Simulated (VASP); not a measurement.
# Be3ZnSe4 (I-42m) in VASP: density of states with PBE

Aim: the density of states of Be3ZnSe4 with PBE.

Program: VASP 6.6.1. These are calculated values, not measurements. Logs are shortened: lines on timing, memory, paths and dates and some standing lists are left out, and cuts for length are marked.

## (1) The cell of the first run

It takes space group I-42m (No. 121, tetragonal). Conventional cell: a = 5.322 Å, b = 5.322 Å, c = 10.597 Å, α = 90.00°, β = 90.00°, γ = 90.00°. Within 3.0 Å of Be (site symmetry -4) lie 4 Se at 2.27 Å. Be (site symmetry -42m) has 4 Se at 2.24 Å within 3.0 Å. Within 3.2 Å of Zn (site symmetry -42m) lie 4 Se at 2.44 Å. Se (site symmetry m) has 3 Be at 2.24 to 2.27 Å and 1 Zn at 2.44 Å within 3.0 Å.

## (2) Density of states, PBE

The input, POSCAR:

```
Be3ZnSe4
1.0
   -2.6611407435      2.6611407435      5.2987228709
    2.6611407435     -2.6611407435      5.2987228709
    2.6611407435      2.6611407435     -5.2987228709
Be Zn Se
3 1 4
Direct
    0.7500000000      0.2500000000      0.5000000000
    0.2500000000      0.7500000000      0.5000000000
    0.5000000000      0.5000000000      0.0000000000
    0.0000000000      0.0000000000      0.0000000000
    0.3981458419      0.8649631783      0.0000000000
    0.8649631783      0.3981458419      0.0000000000
    0.6018541581      0.6018541581      0.4668173364
    0.1350368217      0.1350368217      0.5331826636
```

The input, INCAR.step1:

```
SYSTEM = Be3ZnSe4
PREC = Accurate
ENCUT = 520
EDIFF = 1E-6
ISMEAR = 0
SIGMA = 0.02
LREAL = .FALSE.
LASPH = .TRUE.
NELM = 100
ALGO = Normal
ISIF = 2
LWAVE = .FALSE.
LCHARG = .TRUE.
GGA = PE
NBANDS = 31
```

The input, KPOINTS.step1:

```
regular mesh
0
G
  6 6 6
  0 0 0
```

The input, INCAR.step2:

```
SYSTEM = Be3ZnSe4
PREC = Accurate
ENCUT = 520
EDIFF = 1E-6
ISMEAR = -5
SIGMA = 0.02
LREAL = .FALSE.
LASPH = .TRUE.
NELM = 100
ALGO = Normal
ISIF = 2
LWAVE = .FALSE.
LCHARG = .FALSE.
GGA = PE
LORBIT = 11
NEDOS = 1001
ICHARG = 11
```

The input, KPOINTS.step2:

```
regular mesh
0
G
  9 9 9
  0 0 0
```

Potentials or basis: VASP PAW PBE potentials, release 64 (Be, Zn, Se).

Started as:

```sh
$ cat potpaw_PBE.64/Be/POTCAR potpaw_PBE.64/Zn/POTCAR potpaw_PBE.64/Se/POTCAR > POTCAR
$ cp INCAR.step1 INCAR
$ cp KPOINTS.step1 KPOINTS
$ mpirun -np 1 vasp_std > vasp.out
$ cp INCAR.step2 INCAR
$ cp KPOINTS.step2 KPOINTS
$ mpirun -np 1 vasp_std > vasp.out
```

OUTCAR:

```text
SYSTEM = Be3ZnSe4
   PREC = Accurate
   ENCUT = 520
   EDIFF = 1E-6
   ISMEAR = -5
   LREAL = .FALSE.
   LASPH = .TRUE.
   NELM = 100
   ISIF = 2
   GGA = PE
   LORBIT = 11
   ICHARG = 11

 ion  position               nearest neighbor table
   1  0.750  0.250  0.500-   6 2.27   7 2.27   8 2.27   5 2.27
   2  0.250  0.750  0.500-   5 2.27   7 2.27   8 2.27   6 2.27
   3  0.500  0.500  0.000-   5 2.24   6 2.24   7 2.24   8 2.24
   4  0.000  0.000  0.000-   8 2.44   5 2.44   6 2.44   7 2.44
   5  0.398  0.865  0.000-   3 2.24   1 2.27   2 2.27   4 2.44
   6  0.865  0.398  0.000-   3 2.24   2 2.27   1 2.27   4 2.44
   7  0.602  0.602  0.467-   3 2.24   2 2.27   1 2.27   4 2.44
   8  0.135  0.135  0.533-   3 2.24   2 2.27   1 2.27   4 2.44

  LATTYP: Found a body centered tetragonal cell.
 ALAT       =     5.3222814870
 C/A-ratio  =     1.9911471739

  Lattice vectors:

 A1 = (  -2.6611407435,   2.6611407435,   5.2987228709)
 A2 = (   2.6611407435,  -2.6611407435,   5.2987228709)
 A3 = (   2.6611407435,   2.6611407435,  -5.2987228709)

Analysis of symmetry for initial positions (statically):
=====================================================================
 Subroutine PRICEL returns:
 Original cell was already a primitive cell.

 Routine SETGRP: Setting up the symmetry group for a
 body centered tetragonal supercell.

 Subroutine GETGRP returns: Found  8 space group operations
 (whereof  8 operations were pure point group operations)
 out of a pool of 16 trial point group operations.

The static configuration has the point symmetry D_2d.

Analysis of symmetry for dynamics (positions and initial velocities):
=====================================================================
 Subroutine PRICEL returns:
 Original cell was already a primitive cell.

 Routine SETGRP: Setting up the symmetry group for a
 body centered tetragonal supercell.

 Subroutine GETGRP returns: Found  8 space group operations
 (whereof  8 operations were pure point group operations)
 out of a pool of 16 trial point group operations.

The dynamic configuration has the point symmetry D_2d.

 Subroutine INISYM returns: Found  8 space group operations
 (whereof  8 operations are pure point group operations),
 and found     1 'primitive' translations

----------------------------------------------------------------------------------------

                                     Primitive cell

  volume of cell :     150.0952

  direct lattice vectors                    reciprocal lattice vectors
    -2.661140743  2.661140743  5.298722871     0.000000000  0.187889348  0.094362361
     2.661140743 -2.661140743  5.298722871     0.187889348  0.000000000  0.094362361
     2.661140743  2.661140743 -5.298722871     0.187889348  0.187889348  0.000000000

  length of vectors
     6.499215659  6.499215659  6.499215659     0.210253805  0.210253805  0.265715665

  position of ions in fractional coordinates (direct lattice)
     0.750000000  0.250000000  0.500000000
     0.250000000  0.750000000  0.500000000
     0.500000000  0.500000000  0.000000000
     0.000000000  0.000000000  0.000000000
     0.398145842  0.864963178  0.000000000
     0.864963178  0.398145842  0.000000000
     0.601854158  0.601854158  0.466817336
     0.135036822  0.135036822  0.533182664

  ion indices of the primitive-cell ions
   primitive index   ion index
                 1           1
                 2           2
                 3           3
                 4           4
                 5           5
                 6           6
                 7           7
                 8           8

----------------------------------------------------------------------------------------

 KPOINTS: regular mesh

Automatic generation of k-mesh.
 Grid dimensions read from file:
 generate k-points for:    9    9    9

 Generating k-lattice:

  Cartesian coordinates                     Fractional coordinates (reciprocal lattice)
     0.000000000  0.020876594  0.010484707     0.111111111  0.000000000 -0.000000000
     0.020876594  0.000000000  0.010484707     0.000000000  0.111111111 -0.000000000
     0.020876594  0.020876594  0.000000000     0.000000000  0.000000000  0.111111111

  Length of vectors
     0.023361534  0.023361534  0.029523963

  Shift w.r.t. Gamma in fractional coordinates (k-lattice)
     0.000000000  0.000000000  0.000000000

 TETIRR: Found    939 inequivalent tetrahedra from     4374

 Subroutine IBZKPT returns following result:
 ===========================================

 Found     75 irreducible k-points:

 Following reciprocal coordinates:
            Coordinates               Weight
  0.000000  0.000000  0.000000      1.000000
  0.111111  0.000000 -0.000000      8.000000
  0.222222  0.000000 -0.000000      8.000000
  0.333333  0.000000  0.000000      8.000000
  0.444444  0.000000 -0.000000      8.000000
  0.111111  0.111111 -0.000000      8.000000
[... 16 lines left out ...]
 -0.333333  0.333333  0.000000      4.000000
  0.444444  0.444444  0.000000      8.000000
 [... further k-points ...]
   k-points           NKPTS =     75   k-points in BZ     NKDIM =     75   number of bands    NBANDS=     26
   number of dos      NEDOS =   1001   number of ions     NIONS =      8
   total plane-waves  NPLWV = 110592
   dimension x,y,z NGX =    48 NGY =   48 NGZ =   48
   dimension x,y,z NGXF=    96 NGYF=   96 NGZF=   96
   ions per type =               3   1   4
   NGX,Y,Z   is equivalent  to a cutoff of  12.28, 12.28, 12.28 a.u.
   NGXF,Y,Z  is equivalent  to a cutoff of  24.56, 24.56, 24.56 a.u.
 SYSTEM =  Be3ZnSe4
   PREC   = accura    normal or accurate (medium, high low for compatibility)
   ISTART =      0    job   : 0-new  1-cont  2-samecut
   ICHARG =     11    charge: 1-file 2-atom 10-const
   ISPIN  =      1    spin polarized calculation?
   LNONCOLLINEAR =      F non collinear calculations
   LSORBIT =      F    spin-orbit coupling
   LASPH  =      T    aspherical Exc in radial PAW
   ENCUT  =  520.0 eV  38.22 Ry    6.18 a.u.  12.08 12.08 12.08*2*pi/ulx,y,z
   NELM   =    100;   NELMIN=  2; NELMDL=  0     # of ELM steps
   EDIFF  = 0.1E-05   stopping-criterion for ELM
   LREAL  =      F    real-space projection
   EDIFFG = 0.1E-04   stopping-criterion for IOM
   NSW    =      0    number of steps for IOM
   IBRION =     -1    ionic relax: 0-MD 1-quasi-New 2-CG
   NFREE  =      0    steps in history (QN), initial steepest desc. (CG)
   ISIF   =      2    stress and relaxation
   ISYM   =      2    0-nonsym 1-usesym 2-fastsym
   POTIM  = 0.5000    time-step for ionic-motion
   TEBEG  =    0.0;   TEEND  =   0.0 temperature during run
   PSTRESS=    0.0 pullay stress
   NELECT =      42.0000    total number of electrons
   NUPDOWN=      -1.0000    fix difference up-down
   EMIN   =  10.00;   EMAX   =-10.00  energy-range for DOS
   EFERMI =   0.00;   METHOD = LEGACY
   ISMEAR =    -5;   SIGMA  =   0.02  broadening in eV -4-tet -1-fermi 0-gaus
   EFERMI_NEDOS =   21; number of points for ismear=-14 and -15
   IALGO  =     38    algorithm
   IMIX   =      4    mixing-type and parameters
     AMIX     =   0.40;   BMIX     =  1.00
     AMIX_MAG =   1.60;   BMIX_MAG =  1.00
  volume/ion in A,a.u.               =      18.76       126.61
  Fermi-wavevector in a.u.,A,eV,Ry     =   1.070785  2.023490 15.600176  1.146581
  Thomas-Fermi vector in A             =   2.206506
   LORBIT       =     11    0 simple, 1 ext, 2 COOP (PROOUT), +10 PAW based schemes
   GGA     = PE    functional components
   LHFCALC =     F    Hartree Fock is set to
   AEXX    =    0.0000 exact exchange contribution
   IVDW    =     0    specifies the selected vdW correction
   LEPSILON=     F    determine dielectric tensor
   LRPA    =     F    only Hartree local field effects (RPA)
 non-spin polarized calculation
 Fermi weights with tetrahedron method with Bloechl corrections
  energy-cutoff  :      520.00
  volume of cell :      150.10
 maximum number of plane-waves:      4066

 number of electron      42.0000018 magnetization

 Free energy of the ion-electron system (eV)
  ---------------------------------------------------
  ext. energy  EPLUGINS =         0.00000000
  ---------------------------------------------------
  free energy    TOTEN  =       -32.46629265 eV

  energy without entropy =      -32.46629265  energy(sigma->0) =      -32.46629265

 E-fermi :   2.6934     XC(G=0):  -9.3459

 val. band max:        2.6925457132   @ k =   0.0000   0.0000   0.0000
 cond. band min:       5.4185936001   @ k =   0.0000   0.0000   0.0000
 fundamental gap:      2.7260478869
 Fermi energy:         2.6933646040

 k-point     1 :       0.0000    0.0000    0.0000
  band No.  band energies     occupation
      1     -10.8477      2.00000
      2      -9.3166      2.00000
      3      -9.2847      2.00000
      4      -9.2847      2.00000
      5      -3.5202      2.00000
      6      -3.5145      2.00000
[... 18 lines left out ...]
     25       7.7784      0.00000
     26       7.8349      0.00000

 k-point     2 :       0.1111    0.0000   -0.0000
  band No.  band energies     occupation
      1     -10.8029      2.00000
      2      -9.3468      2.00000
      3      -9.3080      2.00000
      4      -9.3000      2.00000
      5      -3.5367      2.00000
      6      -3.4889      2.00000
[... 18 lines left out ...]
     25       7.7273      0.00000
     26       7.9647      0.00000

 k-point     3 :       0.2222    0.0000   -0.0000
  band No.  band energies     occupation
      1     -10.6725      2.00000
      2      -9.4570      2.00000
      3      -9.3594      2.00000
      4      -9.3324      2.00000
      5      -3.5456      2.00000
      6      -3.5198      2.00000
[... 18 lines left out ...]
     25       7.3305      0.00000
     26       7.7778      0.00000

 k-point     4 :       0.3333    0.0000    0.0000
  band No.  band energies     occupation
      1     -10.4686      2.00000
      2      -9.6560      2.00000
      3      -9.4056      2.00000
      4      -9.3669      2.00000
      5      -3.5784      2.00000
      6      -3.5371      2.00000
[... 18 lines left out ...]
     25       7.5535      0.00000
     26       7.8367      0.00000
[... 496 lines left out ...]
      1     -10.0826      2.00000
      2      -9.7089      2.00000
      3      -9.6290      2.00000
      4      -9.4797      2.00000
      5      -3.5761      2.00000
      6      -3.5118      2.00000
[... 18 lines left out ...]
     25       7.8339      0.00000
     26       8.3091      0.00000

 k-point    23 :      -0.3333    0.3333    0.0000
  band No.  band energies     occupation
      1     -10.2705      2.00000
      2      -9.6191      2.00000
      3      -9.5843      2.00000
      4      -9.4028      2.00000
      5      -3.5666      2.00000
      6      -3.4907      2.00000
[... 18 lines left out ...]
     25       7.6998      0.00000
     26       8.3044      0.00000

 k-point    24 :       0.4444    0.4444    0.0000
  band No.  band energies     occupation
      1      -9.8258      2.00000
      2      -9.7301      2.00000
      3      -9.7013      2.00000
      4      -9.6513      2.00000
      5      -3.5619      2.00000
      6      -3.5502      2.00000
[... 18 lines left out ...]
     25       8.0013      0.00000
     26       8.4508      0.00000

 [... further k-points ...]

------------------------ aborting loop because EDIFF is reached ----------------------------------------

  FORCE on cell =-STRESS in cart. coord.  units (eV):
  Direction    XX          YY          ZZ          XY          YZ          ZX
  --------------------------------------------------------------------------------------
  -------------------------------------------------------------------------------------
  Total        0.1808333      0.1808333      0.1761253      0.0000000     -0.0000000      0.0000000
  in kB        1.9302881      1.9302881      1.8800333      0.0000000     -0.0000000      0.0000000
  external PRESSURE =       1.9135365 kB  Pullay stress =       0.0000000 kB

 VOLUME and BASIS-vectors are now :
 -----------------------------------------------------------------------------
  energy-cutoff  :      520.00
  volume of cell :      150.10
      direct lattice vectors                 reciprocal lattice vectors
    -2.661140743  2.661140743  5.298722871     0.000000000  0.187889348  0.094362361
     2.661140743 -2.661140743  5.298722871     0.187889348  0.000000000  0.094362361
     2.661140743  2.661140743 -5.298722871     0.187889348  0.187889348  0.000000000

 POSITION                                       TOTAL-FORCE (eV/Angst)
 -----------------------------------------------------------------------------------
      0.00000      2.66114      2.64936         0.000000     -0.000000     -0.000000
      2.66114      0.00000      2.64936        -0.000000     -0.000000     -0.000000
      0.00000      0.00000      5.29872         0.000000     -0.000000     -0.000000
      0.00000      0.00000      0.00000         0.000000     -0.000000     -0.000000
      1.24227     -1.24227      6.69286        -0.003423      0.003423      0.009762
     -1.24227      1.24227      6.69286         0.003423     -0.003423      0.009762
      1.24227      1.24227      3.90458        -0.003423     -0.003423     -0.009762
      1.41887      1.41887     -1.39414         0.003423      0.003423     -0.009762
 -----------------------------------------------------------------------------------
    total drift:                                0.000007      0.000007      0.000009

  FREE ENERGIE OF THE ION-ELECTRON SYSTEM (eV)
  ---------------------------------------------------
  free  energy   TOTEN  =       -32.4662926474 eV

  energy  without entropy=      -32.4662926474  energy(sigma->0) =      -32.46629265

 total charge

# of ion       s       p       d       tot
------------------------------------------
    1        0.366   0.558   0.000   0.924
    2        0.366   0.558   0.000   0.924
    3        0.374   0.585   0.000   0.959
    4        0.541   0.467   9.784  10.792
    5        1.427   2.485   0.030   3.942
    6        1.427   2.485   0.030   3.942
    7        1.427   2.485   0.030   3.942
    8        1.427   2.485   0.030   3.942
--------------------------------------------------
tot          7.355  12.107   9.903  29.365
```

It took 3.3 min on 1 thread of Intel Xeon 6975P-C (Granite Rapids), shared host; peak memory 0.5 GiB.

Results:

```yaml
Valence_electrons_inside_the_program's_atomic_spheres: Be 0.92, 0.96; Zn 10.79; Se 3.94
```
